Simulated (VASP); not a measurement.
Input of a VASP 6.6.1 run:

Contents of INCAR:

```
SYSTEM = CdI2
PREC = Accurate
ENCUT = 500
EDIFF = 1E-6
ISMEAR = 0
SIGMA = 0.05
LREAL = .False.
LASPH = .True.
NELM = 120
ALGO = Normal
ISIF = 2
LWAVE = .False.
LCHARG = .True.
GGA = PE
IVDW = 12
LELF = .True.
LVHAR = .True.
NBANDS = 20
GGA_COMPAT = .False.
```

File KPOINTS:

```
regular mesh
0
Gamma
  9 9 4
  0 0 0
```

File POSCAR:

```
CdI2
1.0
    4.4561991755      0.0000000000      0.0000000000
   -2.2280995877      3.8591816903      0.0000000000
    0.0000000000      0.0000000000      7.2019500000
Cd I
1 2
Direct
    0.0000000000      0.0000000000      0.0000000000
    0.3333333333      0.6666666667      0.2492000000
    0.6666666667      0.3333333333      0.7508000000
```

Potentials or basis: VASP PAW PBE potentials, release 64 (Cd, I).

Run with:

```sh
$ cat potpaw_PBE.64/Cd/POTCAR potpaw_PBE.64/I/POTCAR > POTCAR
$ mpirun -np 1 vasp_std > vasp.out
```

(1) What does it give for the band gap on the k mesh?

(2) Estimate the largest force.

(3) Estimate the pressure.

(4) What does it give for the dispersion energy per atom?

Results:

(1) 2.03 eV (least direct gap 2.11 eV).

(2) 0.516 eV/Å.

(3) -3.2 GPa.

(4) -0.284 eV.

Caveat: the cell differs from its parent crystal (strain +0.050 along x and y, +0.050 along z); the cell stands under tension; spin-orbit coupling is left out, which moves the levels of the heavy elements; an odd mesh through Γ misses points on the zone boundary, where band edges can lie.
